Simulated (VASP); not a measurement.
# K: single point with PBE

K:

```
K
1.0
     5.47009    0.00000    0.00000
     0.00000    5.47009    0.00000
    -2.73505    2.73505    2.52476
K
1
Direct
  0.00000 0.00000 0.00000
```

- Program: VASP 6.6.1
- Task: single point
- Functional: PBE
- Potentials or basis: VASP PAW PBE potentials, release 64 (K_sv)
- Cutoff: 520 eV
- k mesh: 7 × 7 × 14
- Occupations: gaussian, width 0.1 eV
- Spin: no spin polarisation
- Dipole correction: no
- Further INCAR settings: ALGO = Fast; EDIFF = 1e-06; NBANDS = 10

```
Pressure               : -0.1 GPa
Band gap on the k mesh : zero (an odd number of electrons rules out a gap without spin polarisation)
```

Levels at points of the mesh, in eV from the Fermi level:
| k point | band 1 | band 2 | band 3 | band 4 | band 5 | band 6 | band 7 | band 8 | band 9 | band 10 |
| --- | --- | --- | --- | --- | --- | --- | --- | --- | --- | --- |
| (0.00, 0.00, 0.00) | -32.16 | -15.61 | -15.61 | -15.61 | -2.13 | 4.00 | 4.41 | 4.41 | 4.88 | 5.40 |
| (0.00, 0.00, 0.50) | -32.16 | -15.66 | -15.66 | -15.65 | 1.55 | 1.78 | 3.11 | 3.11 | 4.02 | 5.36 |

Run time: 2.1 min on 1 thread of Intel Xeon 8259CL, on a shared host, peak memory 0.26 GiB.
